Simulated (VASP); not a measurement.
# Te (P6_3/mmc) in VASP: a series of runs, part 2 of 2

VASP 6.6.1. The steps go on from the part before.

## 3. Relaxation of cell and atoms, PBEsol

This run uses another cell than the first one, of 26.11 Å³/atom.

INCAR reads:

```
SYSTEM = Te
PREC = Accurate
ENCUT = 600
EDIFF = 1E-7
ISMEAR = -1
SIGMA = 0.02
LREAL = .False.
LASPH = .True.
NELM = 80
ALGO = Normal
ISIF = 3
LWAVE = .False.
LCHARG = .False.
GGA = PS
IBRION = 2
NSW = 80
EDIFFG = -0.02
```

KPOINTS reads:

```
regular mesh
0
Gamma
  9 9 5
  0 0 0
```

POSCAR reads:

```
Te
1.0
    3.3300000000      0.0000000000      0.0000000000
   -1.6650000000      2.8838645946      0.0000000000
    0.0000000000      0.0000000000      5.4378900000
Te
2
Direct
    0.3333333333      0.6666666667      0.2500000000
    0.6666666667      0.3333333333      0.7500000000
```

Potentials or basis: VASP PAW PBE potentials, release 64 (Te).

Command:

```bash
cat potpaw_PBE.64/Te/POTCAR > POTCAR
mpirun -np 1 vasp_std > vasp.out
```

OUTCAR:

```text
SYSTEM = Te
   PREC = Accurate
   ENCUT = 600
   EDIFF = 1E-7
   ISMEAR = -1
   LREAL = .False.
   LASPH = .True.
   NELM = 80
   ISIF = 3
   GGA = PS
   IBRION = 2
   NSW = 80
   EDIFFG = -0.02

 ion  position               nearest neighbor table
   1  0.333  0.667  0.250-   2 3.33   2 3.33   2 3.33   2 3.33   2 3.33   2 3.33
   2  0.667  0.333  0.750-   1 3.33   1 3.33   1 3.33   1 3.33   1 3.33   1 3.33

  LATTYP: Found a hexagonal cell.
 ALAT       =     3.3300000000
 C/A-ratio  =     1.6330000000

  Lattice vectors:

 A1 = (   3.3300000000,   0.0000000000,   0.0000000000)
 A2 = (  -1.6650000000,   2.8838645946,   0.0000000000)
 A3 = (   0.0000000000,   0.0000000000,   5.4378900000)

Analysis of symmetry for initial positions (statically):
=====================================================================
 Subroutine PRICEL returns:
 Original cell was already a primitive cell.

 Routine SETGRP: Setting up the symmetry group for a
 hexagonal supercell.

 Subroutine GETGRP returns: Found 24 space group operations
 (whereof 12 operations were pure point group operations)
 out of a pool of 24 trial point group operations.

The static configuration has the point symmetry D_3d.
 The point group associated with its full space group is D_6h.

Analysis of symmetry for dynamics (positions and initial velocities):
=====================================================================
 Subroutine PRICEL returns:
 Original cell was already a primitive cell.

 Routine SETGRP: Setting up the symmetry group for a
 hexagonal supercell.

 Subroutine GETGRP returns: Found 24 space group operations
 (whereof 12 operations were pure point group operations)
 out of a pool of 24 trial point group operations.

The dynamic configuration has the point symmetry D_3d.
 The point group associated with its full space group is D_6h.

 Subroutine INISYM returns: Found 24 space group operations
 (whereof 12 operations are pure point group operations),
 and found     1 'primitive' translations

----------------------------------------------------------------------------------------

                                     Primitive cell

  volume of cell :      52.2215

  direct lattice vectors                    reciprocal lattice vectors
     3.330000000  0.000000000  0.000000000     0.300300300  0.173378459  0.000000000
    -1.665000000  2.883864595  0.000000000     0.000000000  0.346756918  0.000000000
     0.000000000  0.000000000  5.437890000     0.000000000  0.000000000  0.183894856

  length of vectors
     3.330000000  3.330000000  5.437890000     0.346756918  0.346756918  0.183894856

  position of ions in fractional coordinates (direct lattice)
     0.333333333  0.666666667  0.250000000
     0.666666667  0.333333333  0.750000000

  ion indices of the primitive-cell ions
   primitive index   ion index
                 1           1
                 2           2

----------------------------------------------------------------------------------------

 KPOINTS: regular mesh

Automatic generation of k-mesh.
 Grid dimensions read from file:
 generate k-points for:    9    9    5

 Generating k-lattice:

  Cartesian coordinates                     Fractional coordinates (reciprocal lattice)
     0.033366700  0.019264273  0.000000000     0.111111111  0.000000000  0.000000000
     0.000000000  0.038528546  0.000000000     0.000000000  0.111111111  0.000000000
     0.000000000  0.000000000  0.036778971     0.000000000  0.000000000  0.200000000

[... 48 lines left out ...]
   ISTART =      0    job   : 0-new  1-cont  2-samecut
   ICHARG =      2    charge: 1-file 2-atom 10-const
   ISPIN  =      1    spin polarized calculation?
   LNONCOLLINEAR =      F non collinear calculations
   LSORBIT =      F    spin-orbit coupling
   LASPH  =      T    aspherical Exc in radial PAW
   ENCUT  =  600.0 eV  44.10 Ry    6.64 a.u.   6.65  6.65 10.86*2*pi/ulx,y,z
   NELM   =     80;   NELMIN=  2; NELMDL= -5     # of ELM steps
   EDIFF  = 0.1E-06   stopping-criterion for ELM
   LREAL  =      F    real-space projection
   EDIFFG = -.2E-01   stopping-criterion for IOM
   NSW    =     80    number of steps for IOM
   IBRION =      2    ionic relax: 0-MD 1-quasi-New 2-CG
   NFREE  =      1    steps in history (QN), initial steepest desc. (CG)
   ISIF   =      3    stress and relaxation
   ISYM   =      2    0-nonsym 1-usesym 2-fastsym
   POTIM  = 0.5000    time-step for ionic-motion
   TEBEG  =    0.0;   TEEND  =   0.0 temperature during run
   PSTRESS=    0.0 pullay stress
   NELECT =      12.0000    total number of electrons
   NUPDOWN=      -1.0000    fix difference up-down
   EMIN   =  10.00;   EMAX   =-10.00  energy-range for DOS
   EFERMI =   0.00;   METHOD = LEGACY
   ISMEAR =    -1;   SIGMA  =   0.02  broadening in eV -4-tet -1-fermi 0-gaus
   EFERMI_NEDOS =   21; number of points for ismear=-14 and -15
   IALGO  =     38    algorithm
   IMIX   =      4    mixing-type and parameters
     AMIX     =   0.40;   BMIX     =  1.00
     AMIX_MAG =   1.60;   BMIX_MAG =  1.00
  volume/ion in A,a.u.               =      26.11       176.20
  Fermi-wavevector in a.u.,A,eV,Ry     =   1.002733  1.894891 13.680303  1.005474
  Thomas-Fermi vector in A             =   2.135240
   LORBIT       =      0    0 simple, 1 ext, 2 COOP (PROOUT), +10 PAW based schemes
   GGA     = PS    functional components
   LHFCALC =     F    Hartree Fock is set to
   AEXX    =    0.0000 exact exchange contribution
   IVDW    =     0    specifies the selected vdW correction
   LEPSILON=     F    determine dielectric tensor
   LRPA    =     F    only Hartree local field effects (RPA)
 conjugate gradient relaxation of ions
 non-spin polarized calculation
  energy-cutoff  :      600.00
  volume of cell :       52.22
 maximum number of plane-waves:      1762
 NGX is ok and might be reduce to    28
   NGX = 13   NGY = 13   NGZ = 21

--------------------------------------- Ionic step        1  -------------------------------------------

 number of electron      12.0000000 magnetization

 Free energy of the ion-electron system (eV)
  ---------------------------------------------------
  ext. energy  EPLUGINS =         0.00000000
  ---------------------------------------------------
  free energy    TOTEN  =        -6.40582970 eV

  energy without entropy =       -6.40489562  energy(sigma->0) =       -6.40536266

------------------------ aborting loop because EDIFF is reached ----------------------------------------

  FORCE on cell =-STRESS in cart. coord.  units (eV):
  Direction    XX          YY          ZZ          XY          YZ          ZX
  --------------------------------------------------------------------------------------
  -------------------------------------------------------------------------------------
  Total        1.2739797      1.2739797     -0.5168806      0.0000000      0.0000000      0.0000000
  in kB       39.0862114     39.0862114    -15.8581054      0.0000000      0.0000000      0.0000000
  external PRESSURE =      20.7714392 kB  Pullay stress =       0.0000000 kB
[... 89 lines left out ...]
  FREE ENERGIE OF THE ION-ELECTRON SYSTEM (eV)
  ---------------------------------------------------
  free  energy   TOTEN  =        -6.4546676142 eV

  energy  without entropy=       -6.4509023147  energy(sigma->0) =       -6.45278496

[... ionic steps 4 to 12 ...]

--------------------------------------- Ionic step       13  -------------------------------------------

 number of electron      11.9999999 magnetization

 E-fermi :   7.5270     XC(G=0):  -9.9919

 val. band max:        7.5009440690   @ k =   0.2222   0.0000   0.0000
 cond. band min:       7.5829808341   @ k =   0.1111   0.0000   0.4000
 fundamental gap:      0.0820367651
 Fermi energy:         7.5269794382

 k-point     1 :       0.0000    0.0000    0.0000
  band No.  band energies     occupation
      1      -6.5831      2.00000
      2      -1.1929      2.00000
      3       2.4262      2.00000
      4       6.0146      2.00000
      5       6.0146      2.00000
      6       8.7176      0.00000
      7       8.7176      0.00000
      8      10.7294      0.00000
      9      11.2995      0.00000
     10      13.6401      0.00000
[... 370 lines left out ...]
--------------------------------------- Ionic step       15  -------------------------------------------

 number of electron      11.9999999 magnetization

 Free energy of the ion-electron system (eV)
  ---------------------------------------------------
  ext. energy  EPLUGINS =         0.00000000
  ---------------------------------------------------
  free energy    TOTEN  =        -6.79603641 eV

  energy without entropy =       -6.79453311  energy(sigma->0) =       -6.79528476

 E-fermi :   7.5838     XC(G=0): -10.0078

 val. band max:        7.5600648520   @ k =   0.2222   0.0000   0.0000
 cond. band min:       7.6446868442   @ k =   0.1111   0.0000   0.4000
 fundamental gap:      0.0846219923
 Fermi energy:         7.5837522040

 k-point     1 :       0.0000    0.0000    0.0000
  band No.  band energies     occupation
      1      -6.5643      2.00000
      2      -1.1093      2.00000
      3       2.4778      2.00000
      4       6.0352      2.00000
      5       6.0352      2.00000
      6       8.7649      0.00000
      7       8.7649      0.00000
      8      10.7514      0.00000
      9      11.3727      0.00000
     10      13.6766      0.00000
[... 328 lines left out ...]
  FREE ENERGIE OF THE ION-ELECTRON SYSTEM (eV)
  ---------------------------------------------------
  free  energy   TOTEN  =        -6.7960364090 eV

  energy  without entropy=       -6.7945331133  energy(sigma->0) =       -6.79528476

 reached required accuracy - stopping structural energy minimisation
```

OSZICAR:

```text
N       E                     dE             d eps       ncg     rms          rms(c)
DAV:   1     0.531222645813E+02    0.53122E+02   -0.53220E+03   720   0.111E+03
DAV:   2    -0.369955007778E+01   -0.56822E+02   -0.55354E+02  1052   0.143E+02
DAV:   3    -0.638249424706E+01   -0.26829E+01   -0.26547E+01   840   0.373E+01
DAV:   4    -0.641411991458E+01   -0.31626E-01   -0.31597E-01   822   0.472E+00
[... 137 lines left out ...]
DAV:   1    -0.679608744611E+01   -0.13526E-03   -0.28185E-03   760   0.318E-01    0.875E-02
DAV:   2    -0.679605461543E+01    0.32831E-04   -0.82285E-05   736   0.655E-02    0.289E-02
DAV:   3    -0.679604154758E+01    0.13068E-04   -0.96721E-06   776   0.192E-02    0.111E-02
DAV:   4    -0.679603650353E+01    0.50441E-05   -0.11215E-05   742   0.180E-02    0.186E-02
DAV:   5    -0.679603640901E+01    0.94521E-07   -0.31871E-07   736   0.433E-03
  15 F= -.67960364E+01 E0= -.67952848E+01  d E =-.489416E-03
```

CONTCAR:

```text
Te
   1.00000000000000
     3.8927379888631770    0.0000000000000001   -0.0000000000000000
    -1.9463689944315885    3.3712099886289573    0.0000000000000000
     0.0000000000000000    0.0000000000000003    4.4354140497919934
  Te
     2
Direct
     0.3333333332999970    0.6666666667000030    0.2500000000000000
     0.6666666667000030    0.3333333332999970    0.7500000000000000

  0.00000000E+00  0.00000000E+00  0.00000000E+00
  0.00000000E+00  0.00000000E+00  0.00000000E+00
```

It took 5.1 min on 1 thread of AMD EPYC 7R13, shared host; peak memory 0.18 GiB.

Results:

* Free energy: -6.7960 eV
* Relaxed volume: 29.10 Å³/atom
* Relaxed cell: a = 3.893 Å, b = 3.893 Å, c = 4.435 Å, α = 90.00°, β = 90.00°, γ = 120.00°
* Space group after relaxing (to 0.1 Å): P6_3/mmc (No. 194)
* Energy gained by relaxing: 195.1 meV/atom
* Ionic steps: 15
* Pressure after relaxing: 0.0 GPa
* Band gap on the k mesh: zero (bands 6 and 7 overlap by 2.84 eV)

Stress tensor (GPa, compression positive):
```
 0.07  0.00  0.00
 0.00  0.07  0.00
 0.00  0.00 -0.02
```

The path:
```csv
step,energy change (eV),largest force (eV/Å),pressure (GPa),volume (Å³)
1,0.0000,0.0000,2.08,52.22
2,-0.0432,0.0000,-1.01,54.79
3,-0.0488,0.0000,-1.60,55.43
4,-0.0667,0.0000,-2.80,56.73
5,-0.0636,0.0000,-4.79,59.33
6,-0.0723,0.0000,-3.64,57.72
7,-0.0989,0.0000,-3.72,57.91
8,-0.1279,0.0000,-3.60,58.15
9,-0.2382,0.0000,-2.85,58.50
10,-0.3900,0.0000,-0.25,58.58
11,-0.3896,0.0000,-0.39,58.60
12,-0.3896,0.0000,-0.16,58.27
13,-0.3897,0.0000,-0.28,58.44
14,-0.3901,0.0000,-0.09,58.30
15,-0.3902,0.0000,0.04,58.21
```

Final structure:
```xyz
2
Lattice="3.8927 0.0000 0.0000 -1.9464 3.3712 0.0000 0.0000 0.0000 4.4354" Properties=species:S:1:pos:R:3 pbc="T T T"
Te    0.0000    2.2475    1.1089
Te    1.9464    1.1237    3.3266
```

Levels at points of the mesh, in eV from the Fermi level:
```
           k point  band 3  band 4  band 5  band 6  band 7  band 8  band 9  band 10
(0.00, 0.00, 0.00)   -5.11   -1.55   -1.55    1.18    1.18    3.17    3.79     6.09
```

Caveat: a cell axis changed by over 15 % at a fixed basis, so the end point is rough; the PAW data sets were made with another functional, which shifts forces and pressure a little; spin-orbit coupling is left out, which moves the levels of the heavy elements.
